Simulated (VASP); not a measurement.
Input of a VASP 6.6.1 run:

The input INCAR:

```
PREC = Accurate
ENCUT = 520
EDIFF = 1E-7
ISMEAR = 0
SIGMA = 0.1
LREAL = False
LASPH = True
NELM = 60
ALGO = Fast
ISIF = 2
LWAVE = False
LCHARG = False
GGA = PE
NBANDS = 22
```

Contents of KPOINTS:

```
regular mesh
0
Gamma
  12 12 16
```

The input POSCAR:

```
Pt
1.0
    4.5289268159      0.0000000000      0.0000000000
   -2.2644634079      3.9221656745      0.0000000000
    0.0000000000      0.0000000000      2.7062839625
Pt
3
Direct
    0.0000000000      0.0000000000      0.0000000000
    0.6666666667      0.3333333333      0.5000000000
    0.3333333333      0.6666666667      0.5000000000
```

Potentials or basis: VASP PAW PBE potentials, release 64 (Pt).

Command:

```sh
$ cat potpaw_PBE.64/Pt/POTCAR > POTCAR
$ mpirun -np 1 vasp_std > vasp.out
```

Task: Predict the band gap on the k mesh.

Result: Zero (bands 15 and 16 overlap by 1.37 eV).

Task: What does it give for the pressure?

Result: -0.5 GPa.

Caveat: spin-orbit coupling is left out, which moves the levels of the heavy elements.
